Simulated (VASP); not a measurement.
A run of VASP 6.6.1 is set up as follows.

INCAR

```
SYSTEM = C
PREC = Accurate ; ENCUT = 520
EDIFF = 1E-6 ; ISMEAR = -1
SIGMA = 0.05 ; LREAL = .False.
LASPH = .True. ; NELM = 100
ALGO = Normal ; ISIF = 2
LWAVE = .False. ; LCHARG = .True.
GGA = PE ; LELF = .True.
LVHAR = .True. ; NBANDS = 16
```

File KPOINTS:

```
Automatic mesh
0
Gamma
  14 14 4
  0 0 0
```

The input POSCAR:

```
C
1.0
    2.3989550061      0.0000000000      0.0000000000
   -1.1994775031      2.0775559778      0.0000000000
    0.0000000000      0.0000000000      8.2930078745
C
4
Direct
    1.0000000000      1.0000000000      0.2500000000
    0.0000000000      0.0000000000      0.7500000000
    0.3333333333      0.6666666667      0.2500000000
    0.6666666667      0.3333333333      0.7500000000
```

Potentials or basis: VASP PAW PBE potentials, release 64 (C).

The run is started by

```bash
$ cat potpaw_PBE.64/C/POTCAR > POTCAR
$ mpirun -np 1 vasp_std > vasp.out
```

Problem. Predict the pressure.

Solution. 21.3 GPa.

Problem. Predict the band gap on the k mesh.

Solution. 1.20 eV, direct.

Stress tensor (GPa, compression positive):
```
31.93  0.00  0.00
 0.00 31.93  0.00
 0.00  0.00  0.04
```

Caveat: this functional lacks dispersion, which binds the layers, so the pressure and a relaxed spacing across them are unreliable. A k mesh can miss the band edges.
